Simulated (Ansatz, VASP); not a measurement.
# Two plane-wave programs on GeS

```
Ge S
1.0
    10.77404    0.00000    0.00000
     0.00000    3.66784    0.00000
     0.00000    0.00000    4.45128
Ge S
4 4
Direct
  0.12578 0.25000 0.63485
  0.87422 0.75000 0.36515
  0.37422 0.75000 0.13485
  0.62578 0.25000 0.86515
  0.84710 0.25000 0.00281
  0.15290 0.75000 0.99719
  0.65290 0.75000 0.50281
  0.34710 0.25000 0.49719
```

Alike in both runs: task single point; functional PBE; k mesh 4 × 8 × 6; occupations gaussian, width 0.02 eV; no spin polarisation.

|  | VASP | Ansatz |
| --- | --- | --- |
| version | VASP 6.6.1 | Ansatz 0.2.0 |
| potentials or method | VASP PAW PBE potentials, release 64 (Ge_d, S), cutoff 500 eV | scalar-relativistic, plane waves, PAW |
| valence electrons in the cell | 80 | 80 |

|  | VASP | Ansatz | Ansatz less VASP |
| --- | --- | --- | --- |
| gap on the k mesh at the Fermi level (eV) | 1.24 | 1.24 | +0.004 |
| least direct gap on the mesh (eV) | 1.24 | 1.24 | +0.004 |

The functional is the same, so the differences come from potentials, cutoffs and numerics.
